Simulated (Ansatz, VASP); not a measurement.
One calculation of Zr2F, two programs

```
CELL_PARAMETERS angstrom
1.60731 0.92798 5.96894
-1.60731 0.92798 5.96894
0.00000 -1.85597 5.96894
ATOMIC_POSITIONS crystal
Zr 0.76211 0.76211 0.76211
Zr 0.56724 0.56724 0.56724
F 0.00395 0.00395 0.00395
```

Alike in both runs: functional PBE; k mesh 6 × 6 × 6; occupations gaussian, width 0.1 eV; no spin polarisation.

Ansatz relaxed the structure, and its values are those at the end. VASP's run is a single point on that final structure, the one shown.

```csv
,VASP,Ansatz
version,VASP 6.6.1,Ansatz 0.2.0
potentials or method,"VASP PAW PBE potentials, release 64 (Zr_sv, F), cutoff 520 eV","scalar-relativistic, plane waves, PAW"
valence electrons in the cell,31,31
```

Ansatz gave:

```
gap on the k mesh at the Fermi level (eV) : none
pressure (GPa)                            : -0.1
rms of the force components (eV/Å)        : 0.016
```

Question: What did VASP give for the same quantities?

Answer: gap on the k mesh at the Fermi level (eV): none; pressure (GPa): -0.1; rms of the force components (eV/Å): 0.018.

A gap of «none» marks a metal or a gap that the smearing closes.

The k mesh is coarse, so the values compare programs but aren't converged.
